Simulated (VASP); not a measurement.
Set up this calculation in VASP 6.6.1, as the native input.

```yaml
Task: single point
Functional: PBE
Potentials_or_basis: VASP PAW PBE potentials, release 64 (In_d, Pd)
Cutoff: 520 eV
k_mesh: 14 × 14 × 14
Occupations: gaussian, width 0.15 eV
Spin: no spin polarisation
Dipole_correction: no
Further_INCAR_settings: ALGO = Fast; EDIFF = 1e-07; NBANDS = 18
```

The structure of InPd lies in POSCAR:

```
InPd
1.0
    3.4209478219      0.0000000000      0.0000000000
    0.0000000000      3.4209478219      0.0000000000
    0.0000000000      0.0000000000      3.0738951443
In Pd
1 1
Direct
   -0.0053840416      0.0000000000      0.0000000000
    0.5058089164      0.5000000000      0.5000000000
```

This cell differs from its parent crystal: atoms displaced along a vibrational mode, the cell strained.

One way to write it, as run:

INCAR

```
SYSTEM = InPd
PREC = Accurate ; ENCUT = 520
EDIFF = 1E-7 ; ISMEAR = 0
SIGMA = 0.15 ; LREAL = .FALSE.
LASPH = .TRUE. ; NELM = 80
ALGO = Fast ; ISIF = 2
LWAVE = .FALSE. ; LCHARG = .TRUE.
GGA = PE ; LELF = .TRUE.
LVHAR = .TRUE. ; NBANDS = 18
```

KPOINTS

```
Automatic mesh
0
G
  14 14 14
  0 0 0
```

Potentials or basis: VASP PAW PBE potentials, release 64 (In_d, Pd).

Run with:

```console
$ cat potpaw_PBE.64/In_d/POTCAR potpaw_PBE.64/Pd/POTCAR > POTCAR
$ mpirun -np 1 vasp_std > vasp.out
```

It gave:

```json
{"Pressure": "0.8 GPa", "Largest force": "0.144 eV/Å", "Band gap on the k mesh": "zero (an odd number of electrons rules out a gap without spin polarisation)"}
```

Caveat: the cell differs from its parent crystal (atoms displaced along a vibrational mode, the cell strained); spin-orbit coupling is left out, which moves the levels of the heavy elements.

It took 3.1 min on 1 thread of Intel(R) Xeon(R) 6975P-C (Granite Rapids) (shared host), peak memory 0.43 GiB.
